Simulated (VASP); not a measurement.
# P (R-3m) in VASP: notebook, part 2 of 2

VASP 6.6.1. Earlier steps stand in the parts before.

### 3 Relaxation of cell and atoms, PBE+D3(BJ)

This run uses another cell than the first one, of 14.80 Å³/atom.

File INCAR:

```
SYSTEM = P
PREC     = Accurate       ! precision mode
ENCUT    = 600            ! plane-wave cutoff, eV
EDIFF    = 1E-6           ! SCF threshold, eV
ISMEAR   = 0              ! smearing method
SIGMA    = 0.1            ! smearing width, eV
LREAL    = .FALSE.        ! projectors in reciprocal space
LASPH    = .TRUE.         ! aspherical terms in the spheres
NELM     = 60             ! most SCF steps
ALGO     = Normal         ! electronic algorithm
ISIF     = 3              ! what is computed and relaxed
LWAVE    = .FALSE.        ! write WAVECAR
LCHARG   = .FALSE.        ! write CHGCAR
GGA      = PE             ! functional
IVDW     = 12             ! dispersion correction
IBRION   = 2              ! ionic algorithm
NSW      = 100            ! ionic steps
EDIFFG   = -0.005         ! ionic threshold
```

File KPOINTS:

```
regular mesh
0
G
  15 15 15
  0 0 0
```

File POSCAR:

```
P
1.0
    1.7132924524      0.9891698586      2.9115578042
   -1.7132924524      0.9891698586      2.9115578042
    0.0000000000     -1.9783397171      2.9115578043
P
2
Direct
    0.2340199604      0.2340199604      0.2340199604
    0.7659800396      0.7659800396      0.7659800396
```

Potentials or basis: VASP PAW PBE potentials, release 64 (P).

Started as:

```
$ cat potpaw_PBE.64/P/POTCAR > POTCAR
$ mpirun -np 1 vasp_std > vasp.out
```

Wall time 7.4 min (1 thread of Intel Xeon 8259CL, shared host); peak memory 0.23 GiB.

The run converged. Its results:

- Free energy: -11.5678 eV
- Relaxed volume: 14.80 Å³/atom
- Relaxed cell: a = 3.522 Å, b = 3.522 Å, c = 3.522 Å, α = 58.18°, β = 58.18°, γ = 58.18°
- Space group after relaxing (to 0.1 Å): R-3m (No. 166)
- Energy gained by relaxing: 0.1 meV/atom
- Ionic steps: 6
- Pressure after relaxing: 0.0 GPa
- Band gap on the k mesh: zero (bands 5 and 6 overlap by 1.45 eV)
- Dispersion energy per atom: -0.478 eV

The path:
```tsv
step	energy change (eV)	largest force (eV/Å)	pressure (GPa)	volume (Å³)
1	0.0000	0.0470	-0.29	29.61
2	-0.0001	0.0072	0.29	29.49
3	-0.0001	0.0114	0.09	29.53
4	-0.0001	0.0123	0.09	29.53
5	-0.0002	0.0075	0.05	29.55
6	-0.0002	0.0019	0.00	29.60
```

Final structure:
```
P
1.0
     1.71224    0.98856    2.91418
    -1.71224    0.98856    2.91418
     0.00000   -1.97713    2.91418
P
2
Direct
  0.23361 0.23361 0.23361
  0.76639 0.76639 0.76639
```

Levels at points of the mesh, in eV from the Fermi level:
```
           k point  band 2  band 3  band 4  band 5  band 6  band 7  band 8  band 9
(0.00, 0.00, 0.00)   -2.77   -2.76   -2.76   -2.34    2.27    3.33    3.33    5.48
```

### 4 Relaxation of shape and atoms at fixed volume, PBE+D3(BJ) (15.25 Å³/atom)

This run uses another cell than the first one, of 15.25 Å³/atom.

File INCAR:

```
SYSTEM = P
  PREC = Accurate
  ENCUT = 600
  EDIFF = 1E-6
  ISMEAR = 0
  SIGMA = 0.1
  LREAL = .FALSE.
  LASPH = .TRUE.
  NELM = 60
  ALGO = Normal
  ISIF = 4
  LWAVE = .FALSE.
  LCHARG = .FALSE.
  GGA = PE
  IVDW = 12
  IBRION = 2
  NSW = 50
  EDIFFG = -0.01
```

File KPOINTS:

```
Automatic mesh
0
G
  15 15 15
  0 0 0
```

File POSCAR:

```
P
1.0
    1.7302568473      0.9989642566      2.9403869841
   -1.7302568473      0.9989642566      2.9403869841
    0.0000000000     -1.9979285130      2.9403869842
P
2
Direct
    0.2340199604      0.2340199604      0.2340199604
    0.7659800396      0.7659800396      0.7659800396
```

Potentials or basis: VASP PAW PBE potentials, release 64 (P).

Started as:

```
$ cat potpaw_PBE.64/P/POTCAR > POTCAR
$ mpirun -np 1 vasp_std > vasp.out
```

OUTCAR:

```text
SYSTEM = P
   PREC = Accurate
   ENCUT = 600
   EDIFF = 1E-6
   ISMEAR = 0
   LREAL = .FALSE.
   LASPH = .TRUE.
   NELM = 60
   ISIF = 4
   GGA = PE
   IVDW = 12
   IBRION = 2
   NSW = 50
   EDIFFG = -0.01
 IVDW          = 12

 ion  position               nearest neighbor table
   1  0.234  0.234  0.234-   2 2.32   2 2.32   2 2.32   2 2.66   2 2.66   2 2.66
   2  0.766  0.766  0.766-   1 2.32   1 2.32   1 2.32   1 2.66   1 2.66   1 2.66

  LATTYP: Found a trigonal (rhomboedric) cell.
 ALAT       =     3.5549393750
 COS(alpha) =     0.5262090605

  Lattice vectors:

 A1 = (   1.7302568473,   0.9989642566,   2.9403869841)
 A2 = (  -1.7302568473,   0.9989642566,   2.9403869841)
 A3 = (   0.0000000000,  -1.9979285130,   2.9403869842)

Analysis of symmetry for initial positions (statically):
[... 377 lines left out ...]
  ---------------------------------------------------
  ext. energy  EPLUGINS =         0.00000000
  ---------------------------------------------------
  free energy    TOTEN  =       -10.63539898 eV

  energy without entropy =      -10.63359310  energy(sigma->0) =      -10.63449604

 E-fermi :   9.6011     XC(G=0): -11.0316

 val. band max:        9.5966892729   @ k =   0.2667   0.0667   0.0667
 cond. band min:       9.6015180258   @ k =  -0.4000   0.0667  -0.0000
 fundamental gap:      0.0048287529
 Fermi energy:         9.6011343425

 k-point     1 :       0.0000    0.0000    0.0000
  band No.  band energies     occupation
      1      -7.1907      2.00000
      2       6.7250      2.00000
      3       6.7689      2.00000
      4       6.7689      2.00000
      5       6.8324      2.00000
      6      11.5674      0.00000
      7      12.7112      0.00000
      8      12.7112      0.00000
      9      15.1041      0.00000
[... 265 lines left out ...]
 k-point    24 :       0.2000    0.1333    0.0000
  band No.  band energies     occupation
      1      -6.5467      2.00000
      2       3.5289      2.00000
      3       5.5154      2.00000
      4       5.9287      2.00000
      5       8.8057      2.00000
      6      11.0377      0.00000
      7      11.8893      0.00000
      8      13.6145      0.00000
      9      14.2925      0.00000

 [... further k-points ...]

------------------------ aborting loop because EDIFF is reached ----------------------------------------

 Edisp (eV)   -0.92712

 E8    (eV) :    -0.3511
[... 25 lines left out ...]
  FREE ENERGIE OF THE ION-ELECTRON SYSTEM (eV)
  ---------------------------------------------------
  free  energy   TOTEN  =       -11.5625235116 eV

  energy  without entropy=      -11.5607176388  energy(sigma->0) =      -11.56162058

 reached required accuracy - stopping structural energy minimisation
```

OSZICAR:

```text
N       E                     dE             d eps       ncg     rms          rms(c)
DAV:   1     0.264517259288E+02    0.26452E+02   -0.51922E+03  6192   0.109E+03
DAV:   2    -0.954052599904E+01   -0.35992E+02   -0.34759E+02  9312   0.135E+02
[... 34 lines left out ...]
   5 F= -.11562461E+02 E0= -.11561543E+02  d E =-.381859E-03
       N       E                     dE             d eps       ncg     rms          rms(c)
DAV:   1    -0.106354172642E+02   -0.94339E-04   -0.55923E-03  6347   0.472E-01    0.476E-02
DAV:   2    -0.106354072485E+02    0.10016E-04   -0.20913E-04  8148   0.119E-01    0.196E-02
DAV:   3    -0.106353986818E+02    0.85667E-05   -0.34835E-05  8601   0.384E-02    0.729E-03
DAV:   4    -0.106353989768E+02   -0.29503E-06   -0.32804E-06  6639   0.150E-02
   6 F= -.11562524E+02 E0= -.11561621E+02  d E =-.444407E-03
```

CONTCAR:

```text
P
   1.00000000000000
     1.7220278287431021    0.9942132305254845    2.9685564623165495
    -1.7220278287431021    0.9942132305254845    2.9685564623165495
    -0.0000000000000000   -1.9884264608444262    2.9685564624149587
  P
     2
Direct
     0.2318693200558598    0.2318693200558598    0.2318693200558588
     0.7681306799441401    0.7681306799441401    0.7681306799441412

  0.00000000E+00  0.00000000E+00  0.00000000E+00
  0.00000000E+00  0.00000000E+00  0.00000000E+00
```

Wall time 8.4 min (1 thread of Intel Xeon 8259CL, shared host); peak memory 0.24 GiB.

Results:

```yaml
Free_energy: -11.5625 eV
Energy_gained_by_relaxing: 2.5 meV/atom
Ionic_steps: 6
Pressure_after_relaxing: -1.7 GPa
Band_gap_on_the_k_mesh: zero (bands 5 and 6 overlap by 1.07 eV)
Dispersion_energy_per_atom: -0.464 eV
```

The path:
| step | energy change (eV) | largest force (eV/Å) | pressure (GPa) | volume (Å³) |
| --- | --- | --- | --- | --- |
| 1 | 0.0000 | 0.2210 | -3.29 | 30.49 |
| 2 | -0.0037 | 0.0892 | -2.53 | 30.49 |
| 3 | -0.0046 | 0.0143 | -1.93 | 30.49 |
| 4 | -0.0046 | 0.0193 | -1.90 | 30.49 |
| 5 | -0.0050 | 0.0067 | -1.79 | 30.49 |
| 6 | -0.0050 | 0.0002 | -1.72 | 30.49 |

Final structure:
```
P
1.0
     1.72203    0.99421    2.96856
    -1.72203    0.99421    2.96856
     0.00000   -1.98843    2.96856
P
2
Direct
  0.23187 0.23187 0.23187
  0.76813 0.76813 0.76813
```

### 5 Summary

| task | cell | gap on the mesh (eV) | pressure (GPa) |
| --- | --- | --- | --- |
| relaxation of shape and atoms at fixed volume | relaxed from a = 3.485 Å, angles 58.3°, 2 atoms | none | 1.8 |
| relaxation of cell and atoms | relaxed from a = 3.520 Å, angles 58.3°, 2 atoms | none | 0.0 |
| relaxation of shape and atoms at fixed volume | relaxed from a = 3.555 Å, angles 58.3°, 2 atoms | none | -1.7 |

Alike in all rows: level PBE+D3(BJ); potentials or basis VASP PAW PBE potentials, release 64 (P); no spin polarisation; k mesh 15 × 15 × 15; cutoff (eV) 600; smearing gaussian 0.1 eV.

Absolute energies hang on the potentials; compare differences alone.

The gap in the log of VASP goes by the Fermi energy; the results here count the filled bands.